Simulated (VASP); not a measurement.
# Zr8HS16 (a cell with a defect) in VASP: further runs, part 2 of 2

VASP 6.6.1.

## Step 4: Single point, PBE

Input file INCAR:

```
SYSTEM = Zr8HS16
ALGO = Normal
EDIFF = 1E-6
ENCUT = 400
GGA = PE
GGA_COMPAT = .False.
ISIF = 2
ISMEAR = 0
LASPH = .True.
LCHARG = .False.
LREAL = .False.
LWAVE = .False.
NBANDS = 114
NELECT = 194.0
NELM = 120
PREC = Accurate
SIGMA = 0.02
```

Input file KPOINTS:

```
Automatic mesh
0
Gamma
  2 2 2
  0.5 0.5 0.5
```

Input file POSCAR:

```
Zr8HS16
1.0
    5.5278124674     -3.1914840161      6.7579086874
    5.5278124674     -3.1914840161     -6.7579086874
   -1.8426041558      9.5744520483      0.0000000000
Zr S H
8 16 1
Direct
   -0.0053869743      0.0000926795     -0.0149884982
    0.5018781630      0.4973483593      0.0022890578
    0.3744170956      0.3735585460      0.2499864527
    0.2596079917      0.2651474273      0.5150268138
    0.1243805873      0.1250116997      0.7467354227
    0.8615625038      0.8692203463      0.2500135558
    0.7495775283      0.7450712525      0.4977125239
    0.6276818847      0.6282434490      0.7532913207
    0.5936085460      0.8171350939      0.2499849355
    0.1025114678      0.3132677929      0.2499727246
    0.9779399408      0.1895275419      0.4979405386
    0.8469199682      0.0684418556      0.7458821239
    0.7299674609      0.9415343918      0.0020046521
    0.4754892977      0.6920444582      0.4994201544
    0.3510803302      0.5726055193      0.7541484973
    0.2260684989      0.4426531064      0.0005566182
    0.1471621977      0.9354664271      0.2500998427
    0.6498850806      0.4293085577      0.2500586180
    0.5252577832      0.3100577757      0.5019915741
    0.4014449952      0.1821426831      0.7503875638
    0.2733008593      0.0580826510     -0.0019321026
    0.0239196514      0.8082324093      0.4987596133
    0.9011404063      0.6817944417      0.7497036101
    0.7752215184      0.5594967924      0.0013462029
    0.2459850030      0.8328899440      0.2501201256
```

Potentials or basis: VASP PAW PBE potentials, release 64 (Zr_sv, S, H).

Command:

```console
cat potpaw_PBE.64/Zr_sv/POTCAR potpaw_PBE.64/S/POTCAR potpaw_PBE.64/H/POTCAR > POTCAR
mpirun -np 1 vasp_std > vasp.out
```

OUTCAR:

```text
SYSTEM = Zr8HS16
   EDIFF = 1E-6
   ENCUT = 400
   GGA = PE
   ISIF = 2
   ISMEAR = 0
   LASPH = .True.
   LREAL = .False.
   NELECT = 194.0
   NELM = 120
   PREC = Accurate

 ion  position               nearest neighbor table
   1  0.995  0.000  0.985-  12 2.51  21 2.55  23 2.57  13 2.58  10 2.59  17 2.69   7 3.59   5 3.60
                             8 3.66   3 3.68
   2  0.502  0.497  0.002-  18 2.57  16 2.58  20 2.58  24 2.58   9 2.61  15 2.63   6 3.59   4 3.59
                             7 3.65   3 3.67   5 3.67   8 3.71
   3  0.374  0.374  0.250-  10 2.56  21 2.58  19 2.58  18 2.58  14 2.59  16 2.59   2 3.67   7 3.67
                             1 3.68   4 3.68   5 3.71   8 3.71
   4  0.260  0.265  0.515-  15 2.51  19 2.55  20 2.57  11 2.58  10 2.59  17 2.69   2 3.59   8 3.60
                             5 3.66   3 3.68
   5  0.124  0.125  0.747-  11 2.56  22 2.58  20 2.58  21 2.59  16 2.60  12 2.60   1 3.60   4 3.66
                             6 3.66   2 3.67   3 3.71   7 3.71
   6  0.862  0.869  0.250-   9 2.51  24 2.55  22 2.55  11 2.59  13 2.59  17 2.69   7 3.59   2 3.59
                             5 3.66   8 3.66
   7  0.750  0.745  0.498-  18 2.57  14 2.58  22 2.58  23 2.58   9 2.61  12 2.63   6 3.59   1 3.59
                             2 3.65   3 3.67   8 3.67   5 3.71
   8  0.628  0.628  0.753-  13 2.56  24 2.58  23 2.58  19 2.59  14 2.60  15 2.60   4 3.60   1 3.66
                             6 3.66   7 3.67   3 3.71   2 3.71
   9  0.594  0.817  0.250-   6 2.51   2 2.61   7 2.61
  10  0.103  0.313  0.250-   3 2.56   1 2.59   4 2.59
  11  0.978  0.190  0.498-   5 2.56   4 2.58   6 2.59
  12  0.847  0.068  0.746-   1 2.51   5 2.60   7 2.63
  13  0.730  0.942  0.002-   8 2.56   1 2.58   6 2.59
  14  0.475  0.692  0.499-   7 2.58   3 2.59   8 2.60
  15  0.351  0.573  0.754-   4 2.51   8 2.60   2 2.63
  16  0.226  0.443  0.001-   2 2.58   3 2.59   5 2.60
  17  0.147  0.935  0.250-  25 1.36   6 2.69   4 2.69   1 2.69
  18  0.650  0.429  0.250-   7 2.57   2 2.57   3 2.58
  19  0.525  0.310  0.502-   4 2.55   3 2.58   8 2.59
  20  0.401  0.182  0.750-   4 2.57   2 2.58   5 2.58
  21  0.273  0.058  0.998-   1 2.55   3 2.58   5 2.59
  22  0.024  0.808  0.499-   6 2.55   5 2.58   7 2.58
  23  0.901  0.682  0.750-   1 2.57   7 2.58   8 2.58
  24  0.775  0.559  0.001-   6 2.55   8 2.58   2 2.58
  25  0.246  0.833  0.250-  17 1.36

  LATTYP: Found a face centered orthorhombic cell.
 ALAT       =    12.7659360643
 B/A-ratio  =     1.0587408010
 C/A-ratio  =     1.1547005384

  Lattice vectors:

 A1 = (   3.6852083116,   6.3829680322,  -6.7579086874)
 A2 = (   9.2130207790,   3.1914840161,   0.0000000000)
 A3 = (   5.5278124674,  -3.1914840161,  -6.7579086874)

Analysis of symmetry for initial positions (statically):
=====================================================================
 Subroutine PRICEL returns:
 Original cell was already a primitive cell.

 Routine SETGRP: Setting up the symmetry group for a
 face centered orthorhombic supercell.

 Subroutine GETGRP returns: Found  1 space group operations
 (whereof  1 operations were pure point group operations)
 out of a pool of  8 trial point group operations.

The static configuration has the point symmetry C_1 .

Analysis of symmetry for dynamics (positions and initial velocities):
=====================================================================
 Subroutine PRICEL returns:
 Original cell was already a primitive cell.

[... 113 lines left out ...]
 -0.250000 -0.250000  0.250000      2.000000
   k-points           NKPTS =      4   k-points in BZ     NKDIM =      4   number of bands    NBANDS=    114
   number of dos      NEDOS =    301   number of ions     NIONS =     25
   total plane-waves  NPLWV = 262144
   dimension x,y,z NGX =    64 NGY =   64 NGZ =   64
   dimension x,y,z NGXF=   128 NGYF=  128 NGZF=  128
   ions per type =               8  16   1
   NGX,Y,Z   is equivalent  to a cutoff of  11.45, 11.45, 10.91 a.u.
   NGXF,Y,Z  is equivalent  to a cutoff of  22.89, 22.89, 21.82 a.u.
 SYSTEM =  Zr8HS16
   PREC   = accura    normal or accurate (medium, high low for compatibility)
   ISTART =      0    job   : 0-new  1-cont  2-samecut
   ICHARG =      2    charge: 1-file 2-atom 10-const
   ISPIN  =      1    spin polarized calculation?
   LNONCOLLINEAR =      F non collinear calculations
   LSORBIT =      F    spin-orbit coupling
   LASPH  =      T    aspherical Exc in radial PAW
   ENCUT  =  400.0 eV  29.40 Ry    5.42 a.u.  15.16 15.16 15.90*2*pi/ulx,y,z
   NELM   =    120;   NELMIN=  2; NELMDL= -5     # of ELM steps
   EDIFF  = 0.1E-05   stopping-criterion for ELM
   LREAL  =      F    real-space projection
   EDIFFG = 0.1E-04   stopping-criterion for IOM
   NSW    =      0    number of steps for IOM
   IBRION =     -1    ionic relax: 0-MD 1-quasi-New 2-CG
   NFREE  =      0    steps in history (QN), initial steepest desc. (CG)
   ISIF   =      2    stress and relaxation
   ISYM   =      2    0-nonsym 1-usesym 2-fastsym
   POTIM  = 0.5000    time-step for ionic-motion
   TEBEG  =    0.0;   TEEND  =   0.0 temperature during run
   PSTRESS=    0.0 pullay stress
   NELECT =     194.0000    total number of electrons
   NUPDOWN=      -1.0000    fix difference up-down
   EMIN   =  10.00;   EMAX   =-10.00  energy-range for DOS
   EFERMI =   0.00;   METHOD = LEGACY
   ISMEAR =     0;   SIGMA  =   0.02  broadening in eV -4-tet -1-fermi 0-gaus
   EFERMI_NEDOS =   21; number of points for ismear=-14 and -15
   IALGO  =     38    algorithm
   IMIX   =      4    mixing-type and parameters
     AMIX     =   0.40;   BMIX     =  1.00
     AMIX_MAG =   1.60;   BMIX_MAG =  1.00
  volume/ion in A,a.u.               =      25.43       171.64
  Fermi-wavevector in a.u.,A,eV,Ry     =   1.102105  2.082677 16.526125  1.214636
  Thomas-Fermi vector in A             =   2.238543
   LORBIT       =      0    0 simple, 1 ext, 2 COOP (PROOUT), +10 PAW based schemes
   GGA     = PE    functional components
   LHFCALC =     F    Hartree Fock is set to
   AEXX    =    0.0000 exact exchange contribution
   IVDW    =     0    specifies the selected vdW correction
   LEPSILON=     F    determine dielectric tensor
   LRPA    =     F    only Hartree local field effects (RPA)
 non-spin polarized calculation
 Gauss-broadening in eV      SIGMA  =   0.02
  energy-cutoff  :      400.00
  volume of cell :      635.85
 maximum number of plane-waves:     11576
 NGX is ok and might be reduce to    64
   NGX = 31   NGY = 31   NGZ = 31

 number of electron     194.0000003 magnetization

 Free energy of the ion-electron system (eV)
  ---------------------------------------------------
  ext. energy  EPLUGINS =         0.00000000
  ---------------------------------------------------
  free energy    TOTEN  =      -169.93099201 eV

  energy without entropy =     -169.93099189  energy(sigma->0) =     -169.93099195

 E-fermi :   4.3954     XC(G=0):  -8.7319

 val. band max:        4.3287783095   @ k =  -0.2500  -0.2500   0.2500
 cond. band min:       4.4629487921   @ k =  -0.2500   0.2500   0.2500
 fundamental gap:      0.1341704827
 Fermi energy:         4.3954175233

 k-point     1 :       0.2500    0.2500    0.2500
  band No.  band energies     occupation
      1     -45.6539      2.00000
      2     -45.6456      2.00000
      3     -45.6443      2.00000
      4     -45.6378      2.00000
      5     -45.6325      2.00000
      6     -45.6309      2.00000
[... 437 lines left out ...]
    108       5.7656      0.00000
    109       5.9357      0.00000
 [bands above 109 left out]

------------------------ aborting loop because EDIFF is reached ----------------------------------------

  FORCE on cell =-STRESS in cart. coord.  units (eV):
  Direction    XX          YY          ZZ          XY          YZ          ZX
  --------------------------------------------------------------------------------------
  -------------------------------------------------------------------------------------
  Total        6.0442941      5.5797589      8.6809930     -0.3736035     -0.0723212      0.0631464
  in kB       15.2299736     14.0594716     21.8737361     -0.9413789     -0.1822298      0.1591118
  external PRESSURE =      17.0543937 kB  Pullay stress =       0.0000000 kB

 VOLUME and BASIS-vectors are now :
 -----------------------------------------------------------------------------
  energy-cutoff  :      400.00
  volume of cell :      635.85
      direct lattice vectors                 reciprocal lattice vectors
     5.527812467 -3.191484016  6.757908687     0.101758155  0.019583366  0.073987386
     5.527812467 -3.191484016 -6.757908687     0.101758155  0.019583366 -0.073987386
    -1.842604156  9.574452048  0.000000000     0.067838770  0.117500197  0.000000000

 POSITION                                       TOTAL-FORCE (eV/Angst)
 -----------------------------------------------------------------------------------
      3.68356      6.25636      6.72088         0.001487     -0.006217     -0.002529
      5.51932     -3.16710      0.03061        -0.004936     -0.002684     -0.003366
      3.67404      0.00633      0.00580         0.009868     -0.004654     -0.003827
      1.95176      3.25635     -0.03743         0.005923      0.001923     -0.001916
      0.00266      6.35365     -0.00426         0.002093      0.006570      0.000685
      9.10677     -3.13002     -0.05175        -0.015116      0.008877     -0.001771
[... 17 lines left out ...]
      7.37559     -4.24684      1.45785         0.007338      0.001959      0.008780
      5.50295     -1.04845     -3.96625        -0.003530      0.002120     -0.052173
 -----------------------------------------------------------------------------------
    total drift:                               -0.000867      0.000445     -0.001142

  FREE ENERGIE OF THE ION-ELECTRON SYSTEM (eV)
  ---------------------------------------------------
  free  energy   TOTEN  =      -169.9309920117 eV

  energy  without entropy=     -169.9309918904  energy(sigma->0) =     -169.93099195
```

Run time: 5.3 min. Hardware: 1 thread of Oxide Virtual Turin-like, shared host; peak memory 0.62 GiB.

What came out:

| Quantity | Value |
| --- | --- |
| Free energy | -169.9310 eV |
| Largest force | 0.059 eV/Å |

Forces on the atoms (eV/Å):
```
Zr   0.001 -0.006 -0.003
Zr  -0.005 -0.003 -0.003
Zr   0.010 -0.005 -0.004
Zr   0.006  0.002 -0.002
Zr   0.002  0.007  0.001
Zr  -0.015  0.009 -0.002
Zr   0.001  0.007 -0.003
Zr  -0.003 -0.006  0.001
S   -0.002  0.003  0.001
S   -0.010  0.008 -0.009
S   -0.001 -0.002 -0.008
S   -0.003  0.002 -0.006
S    0.003  0.004 -0.008
S    0.000  0.004 -0.007
S   -0.003  0.003 -0.006
S   -0.004  0.001 -0.007
S    0.015 -0.011  0.056
S   -0.006  0.002  0.012
S    0.002 -0.001  0.008
S    0.005 -0.002  0.009
S    0.002 -0.004  0.007
S    0.000 -0.009  0.009
S    0.002 -0.005  0.008
S    0.007  0.002  0.009
H   -0.004  0.002 -0.052
```

Caveat: the cell carries a net charge on a neutralising background, which shifts energy and pressure; the cell is charged against a uniform background, so pressure and absolute levels hang on convention.
